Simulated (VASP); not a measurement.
# YSc (P-6m2) in VASP: notebook

The runs below take YSc through single point, relaxation of cell and atoms, with LDA.

Everything below comes from runs of VASP 6.6.1. Logs are shortened: lines on timing, memory, paths and dates and some standing lists are left out, and cuts for length are marked.

## Step 1: The cell of the first run

It takes space group P-6m2 (No. 187, hexagonal). Conventional cell: a = 3.398 Å, b = 3.398 Å, c = 5.233 Å, α = 90.00°, β = 90.00°, γ = 120.00°. Y (site symmetry -6m2) has 6 Sc at 3.27 Å and 6 Y at 3.40 Å within 4.3 Å. Sc (site symmetry -6m2) has 6 Y at 3.27 Å and 6 Sc at 3.40 Å within 4.3 Å.

## Step 2: Single point, LDA

INCAR

```
ALGO     = Normal         # electronic algorithm
EDIFF    = 1E-6           # SCF threshold, eV
ENCUT    = 520            # plane-wave cutoff, eV
ISIF     = 2              # what is computed and relaxed
ISMEAR   = 0              # smearing method
LASPH    = T              # aspherical terms in the spheres
LCHARG   = T              # write CHGCAR
LELF     = T              # ELF
LREAL    = F              # projectors in reciprocal space
LVHAR    = T            
LWAVE    = F              # write WAVECAR
NBANDS   = 18             # bands
NELM     = 100            # most SCF steps
PREC     = Accurate       # precision mode
SIGMA    = 0.1            # smearing width, eV
```

KPOINTS

```
k-points
0
Gamma
  15 15 8
```

POSCAR

```
YSc
1.0
    3.3982975746      0.0000000000      0.0000000000
   -1.6991487873      2.9430120292      0.0000000000
    0.0000000000      0.0000000000      5.2325744437
Y Sc
1 1
Direct
    0.0000000000      0.0000000000      0.0000000000
    0.3333333333      0.6666666667      0.5000000000
```

Potentials or basis: VASP PAW LDA potentials, release 64 (Y_sv, Sc_sv).

The run is started by

```sh
$ cat potpaw_LDA.64/Y_sv/POTCAR potpaw_LDA.64/Sc_sv/POTCAR > POTCAR
$ mpirun -np 1 vasp_std > vasp.out
```

OUTCAR:

```text
EDIFF = 1E-6
   ENCUT = 520
   ISIF = 2
   ISMEAR = 0
   LASPH = T
   LREAL = F
   NELM = 100
   PREC = Accurate

 ion  position               nearest neighbor table
   1  0.000  0.000  0.000-   2 3.27   2 3.27   2 3.27   2 3.27   2 3.27   2 3.27
   2  0.333  0.667  0.500-   1 3.27   1 3.27   1 3.27   1 3.27   1 3.27   1 3.27

  LATTYP: Found a hexagonal cell.
 ALAT       =     3.3982975746
 C/A-ratio  =     1.5397634636

  Lattice vectors:

 A1 = (   3.3982975746,   0.0000000000,   0.0000000000)
 A2 = (  -1.6991487873,   2.9430120292,   0.0000000000)
 A3 = (   0.0000000000,   0.0000000000,   5.2325744437)

Analysis of symmetry for initial positions (statically):
=====================================================================
 Subroutine PRICEL returns:
 Original cell was already a primitive cell.

 Routine SETGRP: Setting up the symmetry group for a
 hexagonal supercell.

 Subroutine GETGRP returns: Found 12 space group operations
 (whereof 12 operations were pure point group operations)
 out of a pool of 24 trial point group operations.

The static configuration has the point symmetry D_3h.

Analysis of symmetry for dynamics (positions and initial velocities):
=====================================================================
 Subroutine PRICEL returns:
 Original cell was already a primitive cell.

 Routine SETGRP: Setting up the symmetry group for a
 hexagonal supercell.

 Subroutine GETGRP returns: Found 12 space group operations
 (whereof 12 operations were pure point group operations)
 out of a pool of 24 trial point group operations.

The dynamic configuration has the point symmetry D_3h.

 Subroutine INISYM returns: Found 12 space group operations
 (whereof 12 operations are pure point group operations),
 and found     1 'primitive' translations

----------------------------------------------------------------------------------------

                                     Primitive cell

  volume of cell :      52.3322

  direct lattice vectors                    reciprocal lattice vectors
     3.398297575  0.000000000  0.000000000     0.294264989  0.169893971  0.000000000
    -1.699148787  2.943012029  0.000000000     0.000000000  0.339787942  0.000000000
     0.000000000  0.000000000  5.232574444     0.000000000  0.000000000  0.191110516

  length of vectors
     3.398297575  3.398297575  5.232574444     0.339787942  0.339787942  0.191110516

  position of ions in fractional coordinates (direct lattice)
     0.000000000  0.000000000  0.000000000
     0.333333333  0.666666667  0.500000000

  ion indices of the primitive-cell ions
   primitive index   ion index
                 1           1
                 2           2

----------------------------------------------------------------------------------------

 KPOINTS: k-points

Automatic generation of k-mesh.
 Grid dimensions read from file:
 generate k-points for:   15   15    8

 Generating k-lattice:

  Cartesian coordinates                     Fractional coordinates (reciprocal lattice)
     0.019617666  0.011326265  0.000000000     0.066666667  0.000000000  0.000000000
     0.000000000  0.022652529  0.000000000     0.000000000  0.066666667  0.000000000
     0.000000000  0.000000000  0.023888814     0.000000000  0.000000000  0.125000000

  Length of vectors
     0.022652529  0.022652529  0.023888814

  Shift w.r.t. Gamma in fractional coordinates (k-lattice)
     0.000000000  0.000000000  0.000000000

 Subroutine IBZKPT returns following result:
 ===========================================

 Found    135 irreducible k-points:

 Following reciprocal coordinates:
            Coordinates               Weight
  0.000000  0.000000  0.000000      1.000000
  0.066667  0.000000  0.000000      6.000000
  0.133333  0.000000  0.000000      6.000000
  0.200000  0.000000  0.000000      6.000000
  0.266667  0.000000  0.000000      6.000000
  0.333333  0.000000  0.000000      6.000000
[... 16 lines left out ...]
  0.333333  0.200000  0.000000     12.000000
  0.400000  0.200000  0.000000      6.000000
 [... further k-points ...]
   k-points           NKPTS =    135   k-points in BZ     NKDIM =    135   number of bands    NBANDS=     18
   number of dos      NEDOS =    301   number of ions     NIONS =      2
   total plane-waves  NPLWV =  31360
   dimension x,y,z NGX =    28 NGY =   28 NGZ =   40
   dimension x,y,z NGXF=    56 NGYF=   56 NGZF=   80
   ions per type =               1   1
   NGX,Y,Z   is equivalent  to a cutoff of  13.70, 13.70, 12.71 a.u.
   NGXF,Y,Z  is equivalent  to a cutoff of  27.40, 27.40, 25.42 a.u.
 SYSTEM =  unknown system
   PREC   = accura    normal or accurate (medium, high low for compatibility)
   ISTART =      0    job   : 0-new  1-cont  2-samecut
   ICHARG =      2    charge: 1-file 2-atom 10-const
   ISPIN  =      1    spin polarized calculation?
   LNONCOLLINEAR =      F non collinear calculations
   LSORBIT =      F    spin-orbit coupling
   LASPH  =      T    aspherical Exc in radial PAW
   ENCUT  =  520.0 eV  38.22 Ry    6.18 a.u.   6.32  6.32  9.73*2*pi/ulx,y,z
   NELM   =    100;   NELMIN=  2; NELMDL= -5     # of ELM steps
   EDIFF  = 0.1E-05   stopping-criterion for ELM
   LREAL  =      F    real-space projection
   EDIFFG = 0.1E-04   stopping-criterion for IOM
   NSW    =      0    number of steps for IOM
   IBRION =     -1    ionic relax: 0-MD 1-quasi-New 2-CG
   NFREE  =      0    steps in history (QN), initial steepest desc. (CG)
   ISIF   =      2    stress and relaxation
   ISYM   =      2    0-nonsym 1-usesym 2-fastsym
   POTIM  = 0.5000    time-step for ionic-motion
   TEBEG  =    0.0;   TEEND  =   0.0 temperature during run
   PSTRESS=    0.0 pullay stress
   NELECT =      22.0000    total number of electrons
   NUPDOWN=      -1.0000    fix difference up-down
   EMIN   =  10.00;   EMAX   =-10.00  energy-range for DOS
   EFERMI =   0.00;   METHOD = LEGACY
   ISMEAR =     0;   SIGMA  =   0.10  broadening in eV -4-tet -1-fermi 0-gaus
   EFERMI_NEDOS =   21; number of points for ismear=-14 and -15
   IALGO  =     38    algorithm
   IMIX   =      4    mixing-type and parameters
     AMIX     =   0.40;   BMIX     =  1.00
     AMIX_MAG =   1.60;   BMIX_MAG =  1.00
  volume/ion in A,a.u.               =      26.17       176.58
  Fermi-wavevector in a.u.,A,eV,Ry     =   1.226383  2.317528 20.463368  1.504015
  Thomas-Fermi vector in A             =   2.361386
   LORBIT       =      0    0 simple, 1 ext, 2 COOP (PROOUT), +10 PAW based schemes
   GGA     = CA    functional components
   LHFCALC =     F    Hartree Fock is set to
   AEXX    =    0.0000 exact exchange contribution
   IVDW    =     0    specifies the selected vdW correction
   LEPSILON=     F    determine dielectric tensor
   LRPA    =     F    only Hartree local field effects (RPA)
 non-spin polarized calculation
 Gauss-broadening in eV      SIGMA  =   0.10
  energy-cutoff  :      520.00
  volume of cell :       52.33
 maximum number of plane-waves:      1433
 NGX is ok and might be reduce to    28
   NGX = 13   NGY = 13   NGZ = 19

 number of electron      22.0000000 magnetization

 Free energy of the ion-electron system (eV)
  ---------------------------------------------------
  ext. energy  EPLUGINS =         0.00000000
  ---------------------------------------------------
  free energy    TOTEN  =       -13.58784495 eV

  energy without entropy =      -13.57130054  energy(sigma->0) =      -13.57957275

 E-fermi :   3.6033     XC(G=0): -10.2383

 val. band max:        3.5894218751   @ k =   0.2667   0.2000   0.2500
 cond. band min:       3.6037438812   @ k =   0.3333   0.0667   0.0000
 fundamental gap:      0.0143220061
 Fermi energy:         3.6032868464

 k-point     1 :       0.0000    0.0000    0.0000
  band No.  band energies     occupation
      1     -45.2425      2.00000
      2     -38.3488      2.00000
      3     -24.2738      2.00000
      4     -24.0987      2.00000
      5     -24.0987      2.00000
      6     -18.5237      2.00000
[... 10 lines left out ...]
     17       5.9998      0.00000
     18       5.9998      0.00000

 k-point     2 :       0.0667    0.0000    0.0000
  band No.  band energies     occupation
      1     -45.2414      2.00000
      2     -38.3451      2.00000
      3     -24.2719      2.00000
      4     -24.1081      2.00000
      5     -24.1009      2.00000
      6     -18.5198      2.00000
[... 10 lines left out ...]
     17       5.9831      0.00000
     18       6.0999      0.00000

 k-point     3 :       0.1333    0.0000    0.0000
  band No.  band energies     occupation
      1     -45.2382      2.00000
      2     -38.3345      2.00000
      3     -24.2666      2.00000
      4     -24.1345      2.00000
      5     -24.1072      2.00000
      6     -18.5088      2.00000
[... 10 lines left out ...]
     17       6.1194      0.00000
     18       6.3996      0.00000

 k-point     4 :       0.2000    0.0000    0.0000
  band No.  band energies     occupation
      1     -45.2336      2.00000
      2     -38.3189      2.00000
      3     -24.2586      2.00000
      4     -24.1732      2.00000
      5     -24.1165      2.00000
      6     -18.4924      2.00000
[... 10 lines left out ...]
     17       6.4072      0.00000
     18       6.8929      0.00000

 k-point     5 :       0.2667    0.0000    0.0000
  band No.  band energies     occupation
      1     -45.2282      2.00000
      2     -38.3009      2.00000
      3     -24.2496      2.00000
      4     -24.2173      2.00000
      5     -24.1271      2.00000
      6     -18.5534      2.00000
[... 10 lines left out ...]
     17       6.7999      0.00000
     18       7.5595      0.00000

 k-point     6 :       0.3333    0.0000    0.0000
  band No.  band energies     occupation
      1     -45.2231      2.00000
      2     -38.2836      2.00000
      3     -24.2592      2.00000
      4     -24.2409      2.00000
      5     -24.1372      2.00000
      6     -18.6962      2.00000
[... 10 lines left out ...]
     17       7.2985      0.00000
     18       8.3557      0.00000

 k-point     7 :       0.4000    0.0000    0.0000
  band No.  band energies     occupation
      1     -45.2191      2.00000
      2     -38.2700      2.00000
      3     -24.2917      2.00000
      4     -24.2341      2.00000
      5     -24.1451      2.00000
      6     -18.8053      2.00000
[... 10 lines left out ...]
     17       7.8345      0.00000
     18       8.8448      0.00000

 k-point     8 :       0.4667    0.0000    0.0000
  band No.  band energies     occupation
      1     -45.2169      2.00000
      2     -38.2625      2.00000
      3     -24.3094      2.00000
      4     -24.2304      2.00000
      5     -24.1495      2.00000
      6     -18.8642      2.00000
[... 10 lines left out ...]
     17       8.1714      0.00000
     18       8.8550      0.00000
[... 229 lines left out ...]
     17       7.5521      0.00000
     18       8.5617      0.00000

 k-point    20 :       0.4000    0.1333    0.0000
  band No.  band energies     occupation
      1     -45.2159      2.00000
      2     -38.2590      2.00000
      3     -24.2984      2.00000
      4     -24.2287      2.00000
      5     -24.1716      2.00000
      6     -18.8260      2.00000
[... 10 lines left out ...]
     17       7.9029      0.00000
     18       8.5528      0.00000

 k-point    21 :       0.2000    0.2000    0.0000
  band No.  band energies     occupation
      1     -45.2219      2.00000
      2     -38.2794      2.00000
      3     -24.2500      2.00000
      4     -24.2388      2.00000
      5     -24.1594      2.00000
      6     -18.6634      2.00000
[... 10 lines left out ...]
     17       6.9364      0.00000
     18       8.5032      0.00000

 k-point    22 :       0.2667    0.2000    0.0000
  band No.  band energies     occupation
      1     -45.2181      2.00000
      2     -38.2666      2.00000
      3     -24.2699      2.00000
      4     -24.2325      2.00000
      5     -24.1779      2.00000
      6     -18.7297      2.00000
[... 10 lines left out ...]
     17       7.2541      0.00000
     18       8.4267      0.00000

 k-point    23 :       0.3333    0.2000    0.0000
  band No.  band energies     occupation
      1     -45.2156      2.00000
      2     -38.2579      2.00000
      3     -24.2823      2.00000
      4     -24.2281      2.00000
      5     -24.1914      2.00000
      6     -18.7710      2.00000
[... 10 lines left out ...]
     17       7.5998      0.00000
     18       8.3802      0.00000

 k-point    24 :       0.4000    0.2000    0.0000
  band No.  band energies     occupation
      1     -45.2147      2.00000
      2     -38.2548      2.00000
      3     -24.2865      2.00000
      4     -24.2266      2.00000
      5     -24.1964      2.00000
      6     -18.7849      2.00000
[... 10 lines left out ...]
     17       7.7607      0.00000
     18       8.3648      0.00000

 [... further k-points ...]
[... 5 lines left out ...]
  --------------------------------------------------------------------------------------
  -------------------------------------------------------------------------------------
  Total       -0.0235717     -0.0235717     -0.0170688      0.0000000      0.0000000     -0.0000000
  in kB       -0.7216601     -0.7216601     -0.5225691      0.0000000      0.0000000     -0.0000000
  external PRESSURE =      -0.6552964 kB  Pullay stress =       0.0000000 kB

 VOLUME and BASIS-vectors are now :
 -----------------------------------------------------------------------------
  energy-cutoff  :      520.00
  volume of cell :       52.33
      direct lattice vectors                 reciprocal lattice vectors
     3.398297575  0.000000000  0.000000000     0.294264989  0.169893971  0.000000000
    -1.699148787  2.943012029  0.000000000     0.000000000  0.339787942  0.000000000
     0.000000000  0.000000000  5.232574444     0.000000000  0.000000000  0.191110516

 POSITION                                       TOTAL-FORCE (eV/Angst)
 -----------------------------------------------------------------------------------
      0.00000      0.00000      0.00000        -0.000000      0.000000      0.000000
     -0.00000      1.96201      2.61629         0.000000      0.000000      0.000000
 -----------------------------------------------------------------------------------
    total drift:                                0.000000     -0.000000     -0.000000

  FREE ENERGIE OF THE ION-ELECTRON SYSTEM (eV)
  ---------------------------------------------------
  free  energy   TOTEN  =       -13.5878449542 eV

  energy  without entropy=      -13.5713005433  energy(sigma->0) =      -13.57957275
```

Run time: 2.4 min. Hardware: 1 thread of Intel Xeon Platinum 8124M at 3.00GHz (Skylake/Cascade Lake), shared host; peak memory 0.28 GiB.

What came out:

| Quantity | Value |
| --- | --- |
| Free energy | -13.5878 eV |
| Pressure | -0.1 GPa |
| Band gap on the k mesh | zero (band 11 reaches 4.86 eV, above the bottom of band 12 at 3.10 eV) |

## Step 3: Relaxation of cell and atoms, LDA

This run uses another cell than the first one, of 28.69 Å³/atom, 1.096 times its volume.

INCAR

```
SYSTEM = YSc
ALGO = Normal
EDIFF = 1E-6
EDIFFG = -0.005
ENCUT = 600
IBRION = 2
ISIF = 3
ISMEAR = 0
LASPH = .TRUE.
LCHARG = .FALSE.
LREAL = .FALSE.
LWAVE = .FALSE.
NELM = 100
NSW = 70
PREC = Accurate
SIGMA = 0.1
```

KPOINTS

```
k-points
0
G
  15 15 8
  0 0 0
```

POSCAR

```
YSc
1.0
    3.5000860430      0.0000000000      0.0000000000
   -1.7500430215      3.0311634287      0.0000000000
    0.0000000000      0.0000000000      5.4078841417
Y Sc
1 1
Direct
    0.0000000000      0.0000000000      0.0000000000
    0.3333333333      0.6666666667      0.5000000000
```

Potentials or basis: VASP PAW LDA potentials, release 64 (Y_sv, Sc_sv).

The run is started by

```sh
$ cat potpaw_LDA.64/Y_sv/POTCAR potpaw_LDA.64/Sc_sv/POTCAR > POTCAR
$ mpirun -np 1 vasp_std > vasp.out
```

It took 13 min on 1 thread of Intel Xeon Platinum 8124M at 3.00GHz (Skylake/Cascade Lake), shared host; peak memory 0.32 GiB.

Results (log left out):

- Free energy: -13.5882 eV
- Relaxed volume: 26.14 Å³/atom
- Relaxed cell: a = 3.397 Å, b = 3.397 Å, c = 5.231 Å, α = 90.00°, β = 90.00°, γ = 120.00°
- Space group after relaxing (to 0.05 Å): P-6m2 (No. 187)
- Energy gained by relaxing: 34.9 meV/atom
- Ionic steps: 8
- Pressure after relaxing: 0.0 GPa
- Band gap on the k mesh: zero (band 11 reaches 4.88 eV, above the bottom of band 12 at 3.10 eV)

Step by step:
```csv
step,energy change (eV),largest force (eV/Å),pressure (GPa),volume (Å³)
1,0.0000,0.0000,-4.12,57.37
2,-0.0677,0.0000,0.82,51.47
3,-0.0698,0.0000,0.02,52.27
4,-0.0698,0.0000,-0.08,52.36
5,-0.0698,0.0000,-0.08,52.36
6,-0.0698,0.0000,-0.08,52.36
7,-0.0698,0.0000,-0.04,52.32
8,-0.0698,0.0000,0.01,52.27
```

Final structure:
```xyz
2
Lattice="3.3969 0.0000 0.0000 -1.6984 2.9418 0.0000 0.0000 0.0000 5.2307" Properties=species:S:1:pos:R:3 pbc="T T T"
Y     0.0000    0.0000    0.0000
Sc    0.0000    1.9612    2.6154
```

Levels at points of the mesh, in eV from the Fermi level:
| k point | band 7 | band 8 | band 9 | band 10 | band 11 | band 12 | band 13 | band 14 | band 15 |
| --- | --- | --- | --- | --- | --- | --- | --- | --- | --- |
| (0.00, 0.00, 0.00) | -21.73 | -21.73 | -5.00 | -1.91 | 1.27 | 1.54 | 1.54 | 1.99 | 2.29 |
| (0.00, 0.00, 0.50) | -21.73 | -21.73 | -3.44 | -3.26 | 0.95 | 1.07 | 1.40 | 1.40 | 1.56 |
